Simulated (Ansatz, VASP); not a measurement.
## HfN in VASP and in Ansatz

```
Hf N
1.0
     0.00000    2.25600    2.25600
     2.25600    0.00000    2.25600
     2.25600    2.25600    0.00000
Hf N
1 1
Direct
  0.00000 0.00000 0.00000
  0.50000 0.50000 0.50000
```

Alike in both runs: task relaxation of cell and atoms; functional RPBE; dispersion D4; k mesh 10 × 10 × 10; occupations fermi-dirac, width 0.05 eV; no spin polarisation.

```csv
,VASP,Ansatz
version,VASP 6.6.1,Ansatz 0.2.0
potentials or method,"VASP PAW PBE potentials, release 64 (Hf_pv, N), cutoff 600 eV","all-electron LAPW, scalar-relativistic"
```

Ansatz gave:

| Quantity | Value |
| --- | --- |
| relaxed volume (Å³/atom) | 11.53 |
| relaxed length of the cell vector where the two differ most in proportion (Å) | 3.195 |

What did VASP give for the same quantities?

Relaxed volume (Å³/atom): 11.42; relaxed length of the cell vector where the two differ most in proportion (Å): 3.184.

VASP's potentials were made for PBE, not for RPBE. Ansatz ran all-electron here, and VASP with PAW potentials.

Neither program's run includes spin-orbit coupling.
